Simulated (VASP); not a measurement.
# Ru (P6_3/mmc) in VASP: single point with r2SCAN

Aim: the single point of Ru with r2SCAN.

Program: VASP 6.6.1. These are calculated values, not measurements. Logs are shortened: lines on timing, memory, paths and dates and some standing lists are left out, and cuts for length are marked.

## 1. The cell of the first run

The structure is hexagonal, space group P6_3/mmc (No. 194). The conventional cell has a = 2.703 Å, b = 2.703 Å, c = 4.264 Å, α = 90.00°, β = 90.00°, γ = 120.00°. Ru (site symmetry -6m2) has 12 Ru at 2.64 to 2.70 Å within 3.5 Å.

## 2. Single point, r2SCAN

POSCAR reads:

```
Ru
1.0
    1.3514453965     -2.3407720905      0.0000000000
    1.3514453966      2.3407720905      0.0000000000
    0.0000000000      0.0000000000      4.2643690370
Ru
2
Direct
    0.6666666670      0.3333333330      0.2500000000
    0.3333333330      0.6666666670      0.7500000000
```

INCAR.step1 reads:

```
SYSTEM = Ru
  PREC = Accurate
  ENCUT = 660
  ISMEAR = -1
  SIGMA = 0.05
  LREAL = .False.
  LASPH = .True.
  NELM = 120
  NBANDS = 23
  GGA = PE
  ALGO = Normal
  EDIFF = 1E-5
  LWAVE = .True.
  LCHARG = .False.
  GGA_COMPAT = .False.
```

INCAR.step2 reads:

```
SYSTEM = Ru
  PREC = Accurate
  ENCUT = 660
  EDIFF = 1E-6
  ISMEAR = -1
  SIGMA = 0.05
  LREAL = .False.
  LASPH = .True.
  NELM = 120
  ALGO = Normal
  ISIF = 2
  LWAVE = .False.
  LCHARG = .True.
  METAGGA = R2SCAN
  LMIXTAU = .True.
  LELF = .True.
  LVHAR = .True.
  NBANDS = 23
  ISTART = 1
  GGA_COMPAT = .False.
```

KPOINTS reads:

```
regular mesh
0
Gamma
  15 15 9
  0 0 0
```

Potentials or basis: VASP PAW PBE potentials, release 64 (Ru_sv).

Launch:

```sh
$ cat potpaw_PBE.64/Ru_sv/POTCAR > POTCAR
$ cp INCAR.step1 INCAR
$ mpirun -np 1 vasp_std > vasp.out
$ cp INCAR.step2 INCAR
$ mpirun -np 1 vasp_std > vasp.out
```

OUTCAR:

```text
SYSTEM = Ru
   PREC = Accurate
   ENCUT = 660
   EDIFF = 1E-6
   ISMEAR = -1
   LREAL = .False.
   LASPH = .True.
   NELM = 120
   ISIF = 2
   METAGGA = R2SCAN
   ISTART = 1

 ion  position               nearest neighbor table
   1  0.667  0.333  0.250-   2 2.64   2 2.64   2 2.64   2 2.64   2 2.64   2 2.64
   2  0.333  0.667  0.750-   1 2.64   1 2.64   1 2.64   1 2.64   1 2.64   1 2.64

  LATTYP: Found a hexagonal cell.
 ALAT       =     2.7028907931
 C/A-ratio  =     1.5777067456

  Lattice vectors:

 A1 = (   1.3514453965,  -2.3407720905,   0.0000000000)
 A2 = (   1.3514453966,   2.3407720905,   0.0000000000)
 A3 = (   0.0000000000,   0.0000000000,   4.2643690370)

Analysis of symmetry for initial positions (statically):
=====================================================================
 Subroutine PRICEL returns:
 Original cell was already a primitive cell.

 Routine SETGRP: Setting up the symmetry group for a
 hexagonal supercell.

 Subroutine GETGRP returns: Found 24 space group operations
 (whereof 12 operations were pure point group operations)
 out of a pool of 24 trial point group operations.

The static configuration has the point symmetry D_3d.
 The point group associated with its full space group is D_6h.

Analysis of symmetry for dynamics (positions and initial velocities):
=====================================================================
 Subroutine PRICEL returns:
 Original cell was already a primitive cell.

 Routine SETGRP: Setting up the symmetry group for a
 hexagonal supercell.

 Subroutine GETGRP returns: Found 24 space group operations
 (whereof 12 operations were pure point group operations)
 out of a pool of 24 trial point group operations.

The dynamic configuration has the point symmetry D_3d.
 The point group associated with its full space group is D_6h.

 Subroutine INISYM returns: Found 24 space group operations
 (whereof 12 operations are pure point group operations),
 and found     1 'primitive' translations

----------------------------------------------------------------------------------------

                                     Primitive cell

  volume of cell :      26.9800

  direct lattice vectors                    reciprocal lattice vectors
     1.351445396 -2.340772090  0.000000000     0.369974252 -0.213604734  0.000000000
     1.351445397  2.340772090  0.000000000     0.369974252  0.213604734  0.000000000
     0.000000000  0.000000000  4.264369037     0.000000000  0.000000000  0.234501281

  length of vectors
     2.702890793  2.702890793  4.264369037     0.427209468  0.427209468  0.234501281

  position of ions in fractional coordinates (direct lattice)
     0.666666667  0.333333333  0.250000000
     0.333333333  0.666666667  0.750000000

  ion indices of the primitive-cell ions
   primitive index   ion index
                 1           1
                 2           2

----------------------------------------------------------------------------------------

 KPOINTS: regular mesh

Automatic generation of k-mesh.
 Grid dimensions read from file:
 generate k-points for:   15   15    9

 Generating k-lattice:

  Cartesian coordinates                     Fractional coordinates (reciprocal lattice)
     0.024664950 -0.014240316  0.000000000     0.066666667  0.000000000  0.000000000
     0.024664950  0.014240316  0.000000000     0.000000000  0.066666667  0.000000000
     0.000000000  0.000000000  0.026055698     0.000000000  0.000000000  0.111111111

  Length of vectors
     0.028480631  0.028480631  0.026055698

  Shift w.r.t. Gamma in fractional coordinates (k-lattice)
     0.000000000  0.000000000  0.000000000

 Subroutine IBZKPT returns following result:
 ===========================================

 Found    135 irreducible k-points:

 Following reciprocal coordinates:
            Coordinates               Weight
  0.000000  0.000000  0.000000      1.000000
  0.066667  0.000000  0.000000      6.000000
  0.133333  0.000000  0.000000      6.000000
  0.200000  0.000000  0.000000      6.000000
  0.266667  0.000000  0.000000      6.000000
  0.333333  0.000000  0.000000      6.000000
[... 16 lines left out ...]
  0.333333  0.200000  0.000000     12.000000
  0.400000  0.200000  0.000000      6.000000
 [... further k-points ...]
   k-points           NKPTS =    135   k-points in BZ     NKDIM =    135   number of bands    NBANDS=     23
   number of dos      NEDOS =    301   number of ions     NIONS =      2
   total plane-waves  NPLWV =  20736
   dimension x,y,z NGX =    24 NGY =   24 NGZ =   36
   dimension x,y,z NGXF=    48 NGYF=   48 NGZF=   72
   ions per type =               2
   NGX,Y,Z   is equivalent  to a cutoff of  14.76, 14.76, 14.03 a.u.
   NGXF,Y,Z  is equivalent  to a cutoff of  29.52, 29.52, 28.07 a.u.
 SYSTEM =  Ru
   PREC   = accura    normal or accurate (medium, high low for compatibility)
   ISTART =      1    job   : 0-new  1-cont  2-samecut
   ICHARG =      0    charge: 1-file 2-atom 10-const
   ISPIN  =      1    spin polarized calculation?
   LNONCOLLINEAR =      F non collinear calculations
   LSORBIT =      F    spin-orbit coupling
   LASPH  =      T    aspherical Exc in radial PAW
   ENCUT  =  660.0 eV  48.51 Ry    6.96 a.u.   5.66  5.66  8.93*2*pi/ulx,y,z
   NELM   =    120;   NELMIN=  2; NELMDL=  0     # of ELM steps
   EDIFF  = 0.1E-05   stopping-criterion for ELM
   LREAL  =      F    real-space projection
[... 7 lines left out ...]
   TEBEG  =    0.0;   TEEND  =   0.0 temperature during run
   PSTRESS=    0.0 pullay stress
   NELECT =      32.0000    total number of electrons
   NUPDOWN=      -1.0000    fix difference up-down
   EMIN   =  10.00;   EMAX   =-10.00  energy-range for DOS
   EFERMI =   0.00;   METHOD = LEGACY
   ISMEAR =    -1;   SIGMA  =   0.05  broadening in eV -4-tet -1-fermi 0-gaus
   EFERMI_NEDOS =   21; number of points for ismear=-14 and -15
   IALGO  =     38    algorithm
   IMIX   =      4    mixing-type and parameters
     AMIX     =   0.40;   BMIX     =  1.00
     AMIX_MAG =   1.60;   BMIX_MAG =  1.00
  volume/ion in A,a.u.               =      13.49        91.04
  Fermi-wavevector in a.u.,A,eV,Ry     =   1.732915  3.274735 40.858237  3.002996
  Thomas-Fermi vector in A             =   2.807001
   LORBIT       =      0    0 simple, 1 ext, 2 COOP (PROOUT), +10 PAW based schemes
   METAGGA = R2SCAN    functional components
   LHFCALC =     F    Hartree Fock is set to
   AEXX    =    0.0000 exact exchange contribution
   IVDW    =     0    specifies the selected vdW correction
   LEPSILON=     F    determine dielectric tensor
   LRPA    =     F    only Hartree local field effects (RPA)
 non-spin polarized calculation
  energy-cutoff  :      660.00
  volume of cell :       26.98
 maximum number of plane-waves:      1085
 NGX is ok and might be reduce to    24
   NGX = 11   NGY = 11   NGZ = 17

 number of electron      31.9999997 magnetization

 Free energy of the ion-electron system (eV)
  ---------------------------------------------------
  ext. energy  EPLUGINS =         0.00000000
  ---------------------------------------------------
  free energy    TOTEN  =       -50.95194824 eV

  energy without entropy =      -50.93968892  energy(sigma->0) =      -50.94581858

 E-fermi :  15.1576     XC(G=0): -15.5853

 val. band max:       15.1572214451   @ k =   0.2667   0.2000   0.2222
 cond. band min:      15.1732842257   @ k =   0.4667   0.0667   0.3333
 fundamental gap:      0.0160627806
 Fermi energy:        15.1576270024

 k-point     1 :       0.0000    0.0000    0.0000
  band No.  band energies     occupation
      1     -60.1798      2.00000
      2     -59.9460      2.00000
      3     -29.9370      2.00000
      4     -28.9165      2.00000
      5     -28.9165      2.00000
      6     -28.7275      2.00000
[... 15 lines left out ...]
     22      30.7154      0.00000
     23      33.4071      0.00000

 k-point     2 :       0.0667    0.0000    0.0000
  band No.  band energies     occupation
      1     -60.1725      2.00000
      2     -59.9431      2.00000
      3     -29.9202      2.00000
      4     -28.9516      2.00000
      5     -28.9284      2.00000
      6     -28.7642      2.00000
[... 15 lines left out ...]
     22      31.0105      0.00000
     23      33.6031      0.00000

 k-point     3 :       0.1333    0.0000    0.0000
  band No.  band energies     occupation
      1     -60.1516      2.00000
      2     -59.9355      2.00000
      3     -29.8715      2.00000
      4     -29.0512      2.00000
      5     -28.9614      2.00000
      6     -28.8665      2.00000
[... 15 lines left out ...]
     22      31.6700      0.00000
     23      34.0606      0.00000

 k-point     4 :       0.2000    0.0000    0.0000
  band No.  band energies     occupation
      1     -60.1199      2.00000
      2     -59.9250      2.00000
      3     -29.7951      2.00000
      4     -29.1979      2.00000
      5     -29.0136      2.00000
      6     -29.0084      2.00000
[... 15 lines left out ...]
     22      31.4175      0.00000
     23      33.6934      0.00000

 k-point     5 :       0.2667    0.0000    0.0000
  band No.  band energies     occupation
      1     -60.0817      2.00000
      2     -59.9146      2.00000
      3     -29.6979      2.00000
      4     -29.3664      2.00000
      5     -29.1776      2.00000
      6     -29.0605      2.00000
[... 15 lines left out ...]
     22      29.4839      0.00000
     23      32.4331      0.00000

 k-point     6 :       0.3333    0.0000    0.0000
  band No.  band energies     occupation
      1     -60.0422      2.00000
      2     -59.9073      2.00000
      3     -29.5902      2.00000
      4     -29.5273      2.00000
      5     -29.3300      2.00000
      6     -29.1089      2.00000
[... 15 lines left out ...]
     22      27.3003      0.00000
     23      31.0926      0.00000

 k-point     7 :       0.4000    0.0000    0.0000
  band No.  band energies     occupation
      1     -60.0079      2.00000
      2     -59.9050      2.00000
      3     -29.6527      2.00000
      4     -29.4871      2.00000
      5     -29.4463      2.00000
      6     -29.1459      2.00000
[... 353 lines left out ...]
     22      27.2594      0.00000
     23      28.3947      0.00000

 k-point    21 :       0.2000    0.2000    0.0000
  band No.  band energies     occupation
      1     -60.0323      2.00000
      2     -59.9060      2.00000
      3     -29.5619      2.00000
      4     -29.4349      2.00000
      5     -29.4162      2.00000
      6     -29.1080      2.00000
[... 15 lines left out ...]
     22      27.9287      0.00000
     23      28.3452      0.00000

 k-point    22 :       0.2667    0.2000    0.0000
  band No.  band energies     occupation
      1     -59.9988      2.00000
      2     -59.9049      2.00000
      3     -29.5463      2.00000
      4     -29.4592      2.00000
      5     -29.4498      2.00000
      6     -29.1902      2.00000
[... 15 lines left out ...]
     22      26.9756      0.00000
     23      27.3517      0.00000

 k-point    23 :       0.3333    0.2000    0.0000
  band No.  band energies     occupation
      1     -59.9717      2.00000
      2     -59.9086      2.00000
      3     -29.6214      2.00000
      4     -29.4497      2.00000
      5     -29.3655      2.00000
      6     -29.2714      2.00000
[... 15 lines left out ...]
     22      27.5205      0.00000
     23      28.7588      0.00000

 k-point    24 :       0.4000    0.2000    0.0000
  band No.  band energies     occupation
      1     -59.9597      2.00000
      2     -59.9122      2.00000
      3     -29.6475      2.00000
      4     -29.4393      2.00000
      5     -29.3199      2.00000
      6     -29.3113      2.00000
[... 15 lines left out ...]
     22      28.0982      0.00000
     23      29.4454      0.00000

 [... further k-points ...]

------------------------ aborting loop because EDIFF is reached ----------------------------------------

  FORCE on cell =-STRESS in cart. coord.  units (eV):
  Direction    XX          YY          ZZ          XY          YZ          ZX
  --------------------------------------------------------------------------------------
  -------------------------------------------------------------------------------------
  Total       -0.0131658     -0.0131658      0.0967918     -0.0000000      0.0000000      0.0000000
  in kB       -0.7818333     -0.7818333      5.7478668     -0.0000000      0.0000000      0.0000000
  external PRESSURE =       1.3947334 kB  Pullay stress =       0.0000000 kB

 VOLUME and BASIS-vectors are now :
 -----------------------------------------------------------------------------
  energy-cutoff  :      660.00
  volume of cell :       26.98
      direct lattice vectors                 reciprocal lattice vectors
     1.351445396 -2.340772090  0.000000000     0.369974252 -0.213604734  0.000000000
     1.351445397  2.340772090  0.000000000     0.369974252  0.213604734  0.000000000
     0.000000000  0.000000000  4.264369037     0.000000000  0.000000000  0.234501281

 POSITION                                       TOTAL-FORCE (eV/Angst)
 -----------------------------------------------------------------------------------
      1.35145     -0.78026      1.06609        -0.000000      0.000000      0.000000
      1.35145      0.78026      3.19828         0.000000     -0.000000      0.000000
 -----------------------------------------------------------------------------------
    total drift:                                0.000000      0.000002     -0.000000

  FREE ENERGIE OF THE ION-ELECTRON SYSTEM (eV)
  ---------------------------------------------------
  free  energy   TOTEN  =       -50.9519482353 eV

  energy  without entropy=      -50.9396889204  energy(sigma->0) =      -50.94581858
```

Wall time 4.2 min (1 thread of Intel Xeon Platinum 8259CL at 2.50GHz (Skylake/Cascade Lake), shared host); peak memory 0.22 GiB.

What came out:

```yaml
Free_energy: -50.9519 eV
Pressure: 0.1 GPa
Band_gap_on_the_k_mesh: zero (bands 16 and 17 overlap by 3.21 eV)
```

Caveat: the PAW data sets were made with another functional, which shifts forces and pressure a little.
